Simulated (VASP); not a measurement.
# MgO (Fm-3m) in VASP: further runs

The runs below take MgO through vibrations by perturbation theory, elastic constants, with PBEsol.

All numbers are computed with VASP 6.6.1; they aren't measurements. Logs are shortened: lines on timing, memory, paths and dates and some standing lists are left out, and cuts for length are marked.

## (1) The cell of the first run

It takes space group Fm-3m (No. 225, cubic). The conventional cell has a = 4.214 Å, b = 4.214 Å, c = 4.214 Å, α = 90.00°, β = 90.00°, γ = 90.00°. Mg (site symmetry m-3m) has 6 O at 2.11 Å within 2.8 Å. Within 2.8 Å of O (site symmetry m-3m) lie 6 Mg at 2.11 Å.

## (2) Vibrations by perturbation theory, PBEsol

Input file INCAR:

```
  PREC = Accurate
  ENCUT = 520
  EDIFF = 1E-8
  ISMEAR = 0
  SIGMA = 0.01
  LREAL = False
  LASPH = True
  NELM = 100
  ALGO = Normal
  ISIF = 2
  LWAVE = False
  LCHARG = False
  GGA = PS
  NBANDS = 11
  IBRION = 8
  NSW = 1
  LEPSILON = True
```

Input file KPOINTS:

```
regular mesh
0
Gamma
  8 8 8
```

Input file POSCAR:

```
MgO
1.0
    0.0000000000      2.1070000000      2.1070000000
    2.1070000000      0.0000000000      2.1070000000
    2.1070000000      2.1070000000      0.0000000000
Mg O
1 1
Direct
    0.0000000000      0.0000000000      0.0000000000
    0.5000000000      0.5000000000      0.5000000000
```

Potentials or basis: VASP PAW PBE potentials, release 64 (Mg, O).

Started as:

```
> cat potpaw_PBE.64/Mg/POTCAR potpaw_PBE.64/O/POTCAR > POTCAR
> mpirun -np 1 vasp_std > vasp.out
```

OUTCAR:

```text
PREC = Accurate
   ENCUT = 520
   EDIFF = 1E-8
   ISMEAR = 0
   LREAL = False
   LASPH = True
   NELM = 100
   ISIF = 2
   GGA = PS
   IBRION = 8
   NSW = 1
   LEPSILON = True

 ion  position               nearest neighbor table
   1  0.000  0.000  0.000-   2 2.11   2 2.11   2 2.11   2 2.11   2 2.11   2 2.11
   2  0.500  0.500  0.500-   1 2.11   1 2.11   1 2.11   1 2.11   1 2.11   1 2.11

  LATTYP: Found a face centered cubic cell.
 ALAT       =     4.2140000000

  Lattice vectors:

 A1 = (   0.0000000000,   2.1070000000,   2.1070000000)
 A2 = (   2.1070000000,   0.0000000000,   2.1070000000)
 A3 = (   2.1070000000,   2.1070000000,   0.0000000000)

Analysis of symmetry for initial positions (statically):
=====================================================================
 Subroutine PRICEL returns:
 Original cell was already a primitive cell.

 Routine SETGRP: Setting up the symmetry group for a
 face centered cubic supercell.

 Subroutine GETGRP returns: Found 48 space group operations
 (whereof 48 operations were pure point group operations)
 out of a pool of 48 trial point group operations.

The static configuration has the point symmetry O_h .

Analysis of symmetry for dynamics (positions and initial velocities):
=====================================================================
 Subroutine PRICEL returns:
 Original cell was already a primitive cell.

 Routine SETGRP: Setting up the symmetry group for a
 face centered cubic supercell.

 Subroutine GETGRP returns: Found 48 space group operations
 (whereof 48 operations were pure point group operations)
 out of a pool of 48 trial point group operations.

The dynamic configuration has the point symmetry O_h .

 Subroutine INISYM returns: Found 48 space group operations
 (whereof 48 operations are pure point group operations),
 and found     1 'primitive' translations

----------------------------------------------------------------------------------------

                                     Primitive cell

  volume of cell :      18.7078

  direct lattice vectors                    reciprocal lattice vectors
     0.000000000  2.107000000  2.107000000    -0.237304224  0.237304224  0.237304224
     2.107000000  0.000000000  2.107000000     0.237304224 -0.237304224  0.237304224
     2.107000000  2.107000000  0.000000000     0.237304224  0.237304224 -0.237304224

  length of vectors
     2.979747976  2.979747976  2.979747976     0.411022973  0.411022973  0.411022973

  position of ions in fractional coordinates (direct lattice)
     0.000000000  0.000000000  0.000000000
     0.500000000  0.500000000  0.500000000

  ion indices of the primitive-cell ions
   primitive index   ion index
                 1           1
                 2           2

----------------------------------------------------------------------------------------

 KPOINTS: regular mesh

Automatic generation of k-mesh.
 Grid dimensions read from file:
 generate k-points for:    8    8    8

 Generating k-lattice:

  Cartesian coordinates                     Fractional coordinates (reciprocal lattice)
[... 485 lines left out ...]
 Free energy of the ion-electron system (eV)
  ---------------------------------------------------
  ---------------------------------------------------
  free energy    TOTEN  =        -0.12229207 eV

  energy without entropy =       -0.12229207

------------------------ aborting loop because EDIFF is reached ----------------------------------------

--------------------------------------- Ionic step        2  -------------------------------------------

------------------------ aborting loop because EDIFF is reached ----------------------------------------

--------------------------------------- Ionic step        3  -------------------------------------------

------------------------ aborting loop because EDIFF is reached ----------------------------------------

 PIEZOELECTRIC TENSOR FIELD DIRECTION 3  (e Angst)
 -----------------------------------------------------------------------------
    -0.00012  0.00000 -0.00000           ( -0.00001  0.00000  0.00000)
     0.00000 -0.00012  0.00000           (  0.00000 -0.00001  0.00000)
     0.00000  0.00000 -0.00021           (  0.00000  0.00000 -0.00001)

 PIEZOELECTRIC TENSOR FIELD DIRECTION 3  (C/m^2)
 -----------------------------------------------------------------------------
    -0.00011  0.00000 -0.00000
     0.00000 -0.00011  0.00000
     0.00000  0.00000 -0.00018

--------------------------------------- Ionic step        4  -------------------------------------------

------------------------ aborting loop because EDIFF is reached ----------------------------------------

[... ionic steps 5 to 6 ...]

--------------------------------------- Ionic step        7  -------------------------------------------

 Free energy of the ion-electron system (eV)
  ---------------------------------------------------
  ---------------------------------------------------
  free energy    TOTEN  =        -0.35754035 eV

  energy without entropy =       -0.35754035

------------------------ aborting loop because EDIFF is reached ----------------------------------------

 INTERNAL STRAIN TENSOR  FOR ION    2  DIRECTION 1   (eV/Angst):
 -----------------------------------------------------------------------------
    -0.00540 -0.00000  0.00000
     0.00000  0.00709 -0.00000
     0.00000 -0.00000  0.00709

 MACROSCOPIC STATIC DIELECTRIC TENSOR (including local field effects in DFT)
 ------------------------------------------------------
           3.171556     0.000000    -0.000000
           0.000000     3.171556     0.000000
           0.000000     0.000000     3.171556
 ------------------------------------------------------

 PIEZOELECTRIC TENSOR (including local field effects)  for field in x, y, z        (e  Angst)
          XX          YY          ZZ          XY          YZ          ZX
  --------------------------------------------------------------------------------
  x     0.00000     0.00000     0.00000     0.00000     0.00000     0.00000
  y     0.00000     0.00000     0.00000     0.00000     0.00000     0.00000
  z     0.00000     0.00000     0.00000     0.00000     0.00000     0.00000

 PIEZOELECTRIC TENSOR (including local field effects)  for field in x, y, z        (C/m^2)
          XX          YY          ZZ          XY          YZ          ZX
  --------------------------------------------------------------------------------
  x     0.00000     0.00000     0.00000     0.00000     0.00000     0.00000
  y     0.00000     0.00000     0.00000     0.00000     0.00000     0.00000
  z     0.00000     0.00000     0.00000     0.00000     0.00000     0.00000

 BORN EFFECTIVE CHARGES (including local field effects) (in |e|, cummulative output)
 ---------------------------------------------------------------------------------
 ion    1
    1     1.96681     0.00000     0.00000
    2     0.00000     1.96681     0.00000
    3     0.00000     0.00000     1.96681
 ion    2
    1    -1.96681     0.00000     0.00000
    2     0.00000    -1.96681     0.00000
    3     0.00000     0.00000    -1.96681

 INTERNAL STRAIN TENSOR FOR ION    2 for displacements in x,y,z  (eV/Angst):
          X           Y           Z          XY          YZ          ZX
  --------------------------------------------------------------------------------
  x     0.00000     0.00000     0.00000     0.00000     0.00000     0.00000
  y     0.00000     0.00000     0.00000     0.00000     0.00000     0.00000
  z     0.00000     0.00000     0.00000     0.00000     0.00000     0.00000

 SECOND DERIVATIVES (NOT SYMMETRIZED)
 ------------------------------------
               1X          1Y          1Z          2X          2Y          2Z
  1X    -5.390639    0.000000    0.000000    5.390639    0.000000    0.000000
  1Y     0.000000   -5.390639    0.000000    0.000000    5.390639    0.000000
  1Z     0.000000    0.000000   -5.390639    0.000000    0.000000    5.390639
  2X     5.414265    0.000000    0.000000   -5.414265    0.000000    0.000000
  2Y     0.000000    5.414265    0.000000    0.000000   -5.414265    0.000000
  2Z     0.000000    0.000000    5.414265    0.000000    0.000000   -5.414265

 Eigenvectors and eigenvalues of the dynamical matrix
 ----------------------------------------------------

   1 f  =   11.700810 THz    73.518357 2PiTHz  390.297008 cm-1    48.390640 meV
             X         Y         Z           dx          dy          dz
      0.000000  0.000000  0.000000    -0.629227    0.000000    0.000000
      2.107000  2.107000  2.107000     0.777221    0.000000    0.000000
[... 21 lines left out ...]
   6 f/i=    0.012512 THz     0.078618 2PiTHz    0.417369 cm-1     0.051747 meV
             X         Y         Z           dx          dy          dz
      0.000000  0.000000  0.000000     0.000000    0.000000    0.777221
      2.107000  2.107000  2.107000     0.000000    0.000000    0.629227

--------------------------------------------------------------------------------------------------------

 MACROSCOPIC STATIC DIELECTRIC TENSOR IONIC CONTRIBUTION
 ------------------------------------------------------
           6.925850     0.000000     0.000000
           0.000000     6.925850     0.000000
           0.000000     0.000000     6.925850
 ------------------------------------------------------

 ELASTIC MODULI CONTR FROM IONIC RELAXATION (kBar)
 Direction    XX          YY          ZZ          XY          YZ          ZX
 --------------------------------------------------------------------------------
 XX           0.0000      0.0000      0.0000      0.0000      0.0000      0.0000
 YY           0.0000      0.0000      0.0000      0.0000      0.0000      0.0000
 ZZ           0.0000      0.0000      0.0000      0.0000      0.0000      0.0000
 XY           0.0000      0.0000      0.0000      0.0000      0.0000      0.0000
 YZ           0.0000      0.0000      0.0000      0.0000      0.0000      0.0000
 ZX           0.0000      0.0000      0.0000      0.0000      0.0000      0.0000
 --------------------------------------------------------------------------------

 PIEZOELECTRIC TENSOR IONIC CONTR  for field in x, y, z        (C/m^2)
          XX          YY          ZZ          XY          YZ          ZX
  --------------------------------------------------------------------------------
  x     0.00000     0.00000     0.00000     0.00000     0.00000     0.00000
  y     0.00000     0.00000     0.00000     0.00000     0.00000     0.00000
  z     0.00000     0.00000     0.00000     0.00000     0.00000     0.00000
```

It took 75 s on 1 thread of Intel Xeon 6975P-C, shared host; peak memory 0.17 GiB.

Results:

- Electronic dielectric tensor (diagonal): 3.17
- Born charges (mean of the diagonal): Mg +1.97; O -1.97 e
- Highest phonon frequency at Γ, LO-TO splitting left out: 390 cm⁻¹

Phonon frequencies in cm⁻¹ (negative: imaginary):
```csv
q point,frequencies
"(0.000, 0.000, 0.000)",0 0 0 390 390 390
```

Electronic dielectric tensor:
```
3.17 0.00 0.00
0.00 3.17 0.00
0.00 0.00 3.17
```

Born effective charge tensors (e):
atom 1, Mg
```
1.97 0.00 0.00
0.00 1.97 0.00
0.00 0.00 1.97
```
atom 2, O
```
-1.97  0.00  0.00
 0.00 -1.97  0.00
 0.00  0.00 -1.97
```

Caveat: the PAW data sets were made with another functional, which shifts forces and pressure a little.

## (3) Elastic constants, PBEsol

Input file INCAR:

```
  PREC = Accurate
  ENCUT = 600
  EDIFF = 1E-8
  ISMEAR = 0
  SIGMA = 0.01
  LREAL = False
  LASPH = True
  NELM = 100
  ALGO = Normal
  ISIF = 3
  LWAVE = False
  LCHARG = False
  GGA = PS
  NBANDS = 11
  IBRION = 6
  NFREE = 2
  POTIM = 0.015
  NSW = 1
```

KPOINTS is that of step 2.

POSCAR is that of step 2.

Potentials or basis: VASP PAW PBE potentials, release 64 (Mg, O).

Started as:

```
> cat potpaw_PBE.64/Mg/POTCAR potpaw_PBE.64/O/POTCAR > POTCAR
> mpirun -np 1 vasp_std > vasp.out
```

Run time: 2.1 min. Hardware: 1 thread of Intel Xeon 6975P-C, shared host; peak memory 0.21 GiB.

Results (log left out):

```yaml
Elastic_constants_C11_C12_C44: 295, 90, 145 GPa
Voigt_bulk_modulus: 159 GPa
Highest_phonon_frequency_at_Γ_LO-TO_splitting_left_out: 390 cm⁻¹
```

Phonon frequencies in cm⁻¹ (negative: imaginary):
```
              q point        frequencies
(0.000, 0.000, 0.000)  0 0 0 390 390 390
```

Elastic tensor in Voigt notation (GPa, in the Cartesian axes of the cell as first typed):
```
295  90  90   0   0   0
 90 295  90   0   0   0
 90  90 295   0   0   0
  0   0   0 145   0   0
  0   0   0   0 145   0
  0   0   0   0   0 145
```

Clamped-ion elastic tensor (GPa):
```
295  90  90   0   0   0
 90 295  90   0   0   0
 90  90 295   0   0   0
  0   0   0 145   0   0
  0   0   0   0 145   0
  0   0   0   0   0 145
```

Caveat: the PAW data sets were made with another functional, which shifts forces and pressure a little.
